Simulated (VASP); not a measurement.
# Al2BAs2 (P-6m2) in VASP: a series of runs, part 3 of 3

VASP 6.6.1. The steps go on from the part before.

### 6 Relaxation of cell and atoms, PBE

Input file INCAR:

```
PREC = Accurate ; ENCUT = 600
EDIFF = 1E-6 ; ISMEAR = 0
SIGMA = 0.1 ; LREAL = F
LASPH = T ; NELM = 60
ALGO = Normal ; ISIF = 3
LWAVE = F ; LCHARG = F
GGA = PE ; IBRION = 2
NSW = 100 ; EDIFFG = -0.01
```

Input file KPOINTS:

```
regular mesh
0
Gamma
  12 12 6
```

Input file POSCAR:

```
Al2BAs2
1.0
    3.5810050139      0.0000000000      0.0000000000
   -1.7905025070      3.1012413131      0.0000000000
    0.0000000000      0.0000000000      7.7795608552
Al B As
2 1 2
Direct
    0.0000000000      0.0000000000      0.6942850168
    0.0000000000      0.0000000000      0.3057149832
    0.6666666667      0.3333333333      0.0000000000
    0.6666666667      0.3333333333      0.5000000000
    0.3333333333      0.6666666667      0.0000000000
```

Potentials or basis: VASP PAW PBE potentials, release 64 (Al, B, As).

Command:

```sh
> cat potpaw_PBE.64/Al/POTCAR potpaw_PBE.64/B/POTCAR potpaw_PBE.64/As/POTCAR > POTCAR
> mpirun -np 1 vasp_std > vasp.out
```

OUTCAR:

```text
PREC = Accurate
   ENCUT = 600
   EDIFF = 1E-6
   ISMEAR = 0
   LREAL = F
   LASPH = T
   NELM = 60
   ISIF = 3
   GGA = PE
   IBRION = 2
   NSW = 100
   EDIFFG = -0.01

 ion  position               nearest neighbor table
   1  0.000  0.000  0.694-   4 2.56   4 2.56   4 2.56   2 3.02
   2  0.000  0.000  0.306-   4 2.56   4 2.56   4 2.56   1 3.02
   3  0.667  0.333  0.000-   5 2.07   5 2.07   5 2.07
   4  0.667  0.333  0.500-   1 2.56   2 2.56   1 2.56   2 2.56   1 2.56   2 2.56
   5  0.333  0.667  0.000-   3 2.07   3 2.07   3 2.07

  LATTYP: Found a hexagonal cell.
 ALAT       =     3.5810050139
 C/A-ratio  =     2.1724518187

  Lattice vectors:

 A1 = (   3.5810050139,   0.0000000000,   0.0000000000)
 A2 = (  -1.7905025070,   3.1012413131,   0.0000000000)
 A3 = (   0.0000000000,   0.0000000000,   7.7795608552)

Analysis of symmetry for initial positions (statically):
=====================================================================
 Subroutine PRICEL returns:
 Original cell was already a primitive cell.

 Routine SETGRP: Setting up the symmetry group for a
 hexagonal supercell.

 Subroutine GETGRP returns: Found 12 space group operations
 (whereof 12 operations were pure point group operations)
 out of a pool of 24 trial point group operations.

The static configuration has the point symmetry D_3h.

[... 363 lines left out ...]
--------------------------------------- Ionic step       10  -------------------------------------------

 number of electron      19.0000000 magnetization

 Free energy of the ion-electron system (eV)
  ---------------------------------------------------
  ext. energy  EPLUGINS =         0.00000000
  ---------------------------------------------------
  free energy    TOTEN  =       -21.61061589 eV

  energy without entropy =      -21.60281106  energy(sigma->0) =      -21.60671347

 E-fermi :   6.3251     XC(G=0): -10.0461

 val. band max:        6.3170721591   @ k =   0.4167   0.0000   0.5000
 cond. band min:       6.3263848338   @ k =   0.3333   0.2500   0.5000
 fundamental gap:      0.0093126748
 Fermi energy:         6.3250775816

 k-point     1 :       0.0000    0.0000    0.0000
  band No.  band energies     occupation
      1      -8.2261      2.00000
      2      -6.6836      2.00000
      3      -1.8640      2.00000
      4       2.4634      2.00000
      5       3.4276      2.00000
      6       3.4276      2.00000
      7       4.0937      2.00000
      8       6.0766      1.99956
      9       6.0766      1.99956
     10       6.5982      0.00011
     11       8.5269      0.00000
     12       8.5269      0.00000
     13       9.1701      0.00000
[... 354 lines left out ...]
  band No.  band energies     occupation
      1      -6.9521      2.00000
      2      -5.5082      2.00000
      3      -1.4486      2.00000
      4      -0.0815      2.00000
      5       0.6667      2.00000
      6       1.9243      2.00000
      7       3.0794      2.00000
      8       4.6427      2.00000
      9       4.9791      2.00000
     10       5.7825      2.00000
     11       7.0502      0.00000
     12       7.8787      0.00000
     13       8.8084      0.00000

 [... further k-points ...]
[... 5 lines left out ...]
  --------------------------------------------------------------------------------------
  -------------------------------------------------------------------------------------
  Total        0.0206047      0.0206047     -0.0054683     -0.0000000     -0.0000000      0.0000000
  in kB        0.3771155      0.3771155     -0.1000835     -0.0000000     -0.0000000      0.0000000
  external PRESSURE =       0.2180492 kB  Pullay stress =       0.0000000 kB
[... 20 lines left out ...]
  FREE ENERGIE OF THE ION-ELECTRON SYSTEM (eV)
  ---------------------------------------------------
  free  energy   TOTEN  =       -21.6106158884 eV

  energy  without entropy=      -21.6028110572  energy(sigma->0) =      -21.60671347

 reached required accuracy - stopping structural energy minimisation
```

OSZICAR:

```text
N       E                     dE             d eps       ncg     rms          rms(c)
DAV:   1     0.600995418374E+02    0.60100E+02   -0.80214E+03  1976   0.132E+03
DAV:   2    -0.175124769246E+02   -0.77612E+02   -0.74927E+02  2676   0.174E+02
DAV:   3    -0.222244879519E+02   -0.47120E+01   -0.45990E+01  2664   0.444E+01
[... 62 lines left out ...]
       N       E                     dE             d eps       ncg     rms          rms(c)
DAV:   1    -0.216106359727E+02   -0.54719E-04   -0.26316E-03  2186   0.317E-01    0.220E-02
DAV:   2    -0.216106223027E+02    0.13670E-04   -0.94075E-05  2551   0.647E-02    0.124E-02
DAV:   3    -0.216106164135E+02    0.58892E-05   -0.16347E-05  2456   0.238E-02    0.445E-03
DAV:   4    -0.216106158884E+02    0.52504E-06   -0.16839E-06  1512   0.861E-03
  10 F= -.21610616E+02 E0= -.21606713E+02  d E =-.566203E-04
```

CONTCAR:

```text
Al2BAs2
   1.00000000000000
     3.6090080884203664   -0.0000000000004519   -0.0000000000000000
    -1.8045040442609654    3.1254926870185367    0.0000000000000000
    -0.0000000000000000    0.0000000000000000    7.7606112823754314
  Al              B               As
     2     1     2
Direct
     0.0000000000000000    1.0000000000000000    0.6948160540575037
     1.0000000000000000    0.0000000000000000    0.3051839459424963
     0.6666666667000030    0.3333333332999970    0.0000000000000000
     0.6666666667000030    0.3333333332999970    0.5000000000000000
     0.3333333332999970    0.6666666667000030    0.0000000000000000

  0.00000000E+00  0.00000000E+00  0.00000000E+00
  0.00000000E+00  0.00000000E+00  0.00000000E+00
  0.00000000E+00  0.00000000E+00  0.00000000E+00
  0.00000000E+00  0.00000000E+00  0.00000000E+00
  0.00000000E+00  0.00000000E+00  0.00000000E+00
```

It took 3.4 min on 1 thread of Intel Xeon 6975P-C (Granite Rapids), shared host; peak memory 0.32 GiB.

What came out:

```
Free energy                            : -21.6106 eV
Relaxed volume                         : 17.51 Å³/atom
Relaxed cell                           : a = 3.609 Å, b = 3.609 Å, c = 7.761 Å, α = 90.00°, β = 90.00°, γ = 120.00°
Space group after relaxing (to 0.05 Å) : P-6m2 (No. 187)
Energy gained by relaxing              : 1.4 meV/atom
Ionic steps                            : 10
Pressure after relaxing                : 0.0 GPa
```

The path:
```
step  energy change (eV)  largest force (eV/Å)  pressure (GPa)  volume (Å³)
   1              0.0000                0.0191            1.35        86.40
   2             -0.0061                0.0372           -0.48        88.23
   3             -0.0068                0.0242           -0.06        87.79
   4             -0.0068                0.0250           -0.09        87.82
   5             -0.0070                0.0055           -0.05        87.77
   6             -0.0070                0.0170           -0.04        87.75
   7             -0.0070                0.0157           -0.01        87.69
   8             -0.0071                0.0120            0.08        87.53
   9             -0.0071                0.0088            0.07        87.54
  10             -0.0071                0.0007            0.02        87.54
```

Final structure:
```
Al B As
1.0
     3.60901    0.00000    0.00000
    -1.80450    3.12549    0.00000
     0.00000    0.00000    7.76061
Al B As
2 1 2
Direct
  0.00000 0.00000 0.69482
  0.00000 0.00000 0.30518
  0.66667 0.33333 0.00000
  0.66667 0.33333 0.50000
  0.33333 0.66667 0.00000
```

### 7 Overview

```tsv
task	cell	k mesh	cutoff (eV)	gap on the mesh (eV)	pressure (GPa)	relaxed volume (Å³/atom)	largest force (eV/Å)
single point	a = 3.581, b = 3.581, c = 7.780 Å, angles 90.0, 90.0, 120.0°, 5 atoms	6 × 6 × 2	520	none	0.3	-	0.03
single point	a = 3.897, b = 3.897, c = 7.620 Å, angles 90.0, 90.0, 120.0°, 5 atoms	6 × 6 × 2	520	none	-8.3	-	0.48
relaxation of cell and atoms	relaxed from a = 3.897, b = 3.897, c = 7.620 Å, angles 90.0, 90.0, 120.0°, 5 atoms	6 × 6 × 2	600	none	-0.1	17.35	0.02
single point	a = 3.604, b = 3.604, c = 7.760 Å, angles 90.0, 90.0, 120.0°, 5 atoms	12 × 12 × 6	520	none	0.3	-	0.01
relaxation of cell and atoms	relaxed from a = 3.581, b = 3.581, c = 7.780 Å, angles 90.0, 90.0, 120.0°, 5 atoms	12 × 12 × 6	600	none	0.0	17.51	-
```

Alike in all rows: level PBE; potentials or basis VASP PAW PBE potentials, release 64 (Al, B, As); no spin polarisation; smearing gaussian 0.1 eV.

Caveats: some runs use coarse meshes.

Absolute energies hang on the potentials; compare differences alone.
